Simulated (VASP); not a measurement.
## AgCl4: single point with PBE

AgCl4:

```
Ag Cl
1.0
     4.15851    0.00000    0.00000
     0.00000    4.15851    0.00000
     0.00000    0.00000    7.95864
Ag Cl
1 4
Direct
  0.00000 0.00000 0.00000
  0.50000 0.00000 0.22461
  0.00000 0.50000 0.77539
  0.50000 0.00000 0.77539
  0.00000 0.50000 0.22461
```

This cell differs from its parent crystal: atoms taken out.

| Item | Value |
| --- | --- |
| Program | VASP 6.6.1 |
| Task | single point |
| Functional | PBE |
| Potentials or basis | VASP PAW PBE potentials, release 64 (Ag, Cl) |
| Cutoff | 520 eV |
| k mesh | 8 × 8 × 6 |
| Occupations | gaussian, width 0.1 eV |
| Spin | no spin polarisation |
| Dipole correction | no |
| Further INCAR settings | ALGO = Normal; EDIFF = 1e-06; NBANDS = 28 |

```yaml
Pressure: -0.1 GPa
Largest_force: 0.004 eV/Å
Band_gap_on_the_k_mesh: zero (an odd number of electrons rules out a gap without spin polarisation)
```

Forces in eV/Å, atoms in the order of the input:
```
Ag   0.000  0.000  0.000
Cl   0.000  0.000 -0.004
Cl   0.000  0.000  0.004
Cl   0.000  0.000  0.004
Cl   0.000  0.000 -0.004
```

Levels at points of the mesh, in eV from the Fermi level:
| k point | band 17 | band 18 | band 19 | band 20 | band 21 | band 22 |
| --- | --- | --- | --- | --- | --- | --- |
| (0.00, 0.00, 0.00) | -0.20 | -0.07 | -0.07 | 0.38 | 0.38 | 4.18 |
| (0.50, 0.00, 0.00) | -1.45 | -1.36 | -0.88 | -0.51 | -0.42 | 5.52 |
| (0.50, 0.50, 0.00) | -0.41 | 0.33 | 0.64 | 0.70 | 0.72 | 4.36 |
| (0.00, 0.00, 0.50) | -0.12 | -0.07 | -0.07 | 0.37 | 0.37 | 4.71 |
| (0.50, 0.00, 0.50) | -1.66 | -1.35 | -0.78 | -0.56 | -0.53 | 5.61 |
| (0.50, 0.50, 0.50) | -0.55 | 0.32 | 0.64 | 0.70 | 0.72 | 4.56 |

Wall time 86 s on 1 thread of Intel(R) Xeon(R) 6975P-C (Granite Rapids), on a shared host, peak memory 0.35 GiB.

Caveat: the cell differs from its parent crystal (atoms taken out); this functional lacks dispersion, which binds layers or chains, so the pressure and a relaxed spacing across them are unreliable; an odd number of electrons without spin polarisation forces a metal; a magnetic or distorted state may lie lower.
